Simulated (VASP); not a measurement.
Here is a VASP 6.6.1 calculation.

The input INCAR:

```
SYSTEM = BiTe
PREC = Accurate ; ENCUT = 520
EDIFF = 1E-6 ; ISMEAR = 0
SIGMA = 0.1 ; LREAL = .False.
LASPH = .True. ; NELM = 60
ALGO = Normal ; ISIF = 2
LWAVE = .False. ; LCHARG = .False.
LDIPOL = .True. ; IDIPOL = 3
DIPOL = 0.5 0.5 0.500 ; GGA = PE
IBRION = 2 ; NSW = 70
EDIFFG = -0.03
```

KPOINTS

```
regular mesh
0
Gamma
  6 6 1
  0 0 0
```

File POSCAR:

```
BiTe
1.0
    4.5978826485      0.0000000000      0.0000000000
    0.0000000000      4.5978826485      0.0000000000
    0.0000000000      0.0000000000     17.2511939999
Bi Te
2 2
Selective dynamics
Direct
    0.5000000000      0.5000000000      0.4057690152  F F F
    0.0000000000      0.0000000000      0.5942309848  T T T
    0.0000000000      0.0000000000      0.4057690152  F F F
    0.5000000000      0.5000000000      0.5942309848  T T T
```

Potentials or basis: VASP PAW PBE potentials, release 64 (Bi_d, Te).

Launch:

```console
$ cat potpaw_PBE.64/Bi_d/POTCAR potpaw_PBE.64/Te/POTCAR > POTCAR
$ mpirun -np 1 vasp_std > vasp.out
```

Task: What does it give for the band gap on the k mesh?

Result: Zero (bands 21 and 22 overlap by 1.66 eV).

Task: Estimate the energy gained by relaxing.

Result: 42.1 meV/atom.

Final structure:
```yaml
crystal:
  lattice:
    - [4.59788, 0.00000, 0.00000]
    - [0.00000, 4.59788, 0.00000]
    - [0.00000, 0.00000, 17.25119]
  atoms:
    - { symbol: Bi, position: [0.50000, 0.50000, 0.40577] }
    - { symbol: Bi, position: [0.00000, 0.00000, 0.57890] }
    - { symbol: Te, position: [0.00000, 0.00000, 0.40577] }
    - { symbol: Te, position: [0.50000, 0.50000, 0.57673] }
```

Caveat: spin-orbit coupling is left out, which moves the levels of the heavy elements.
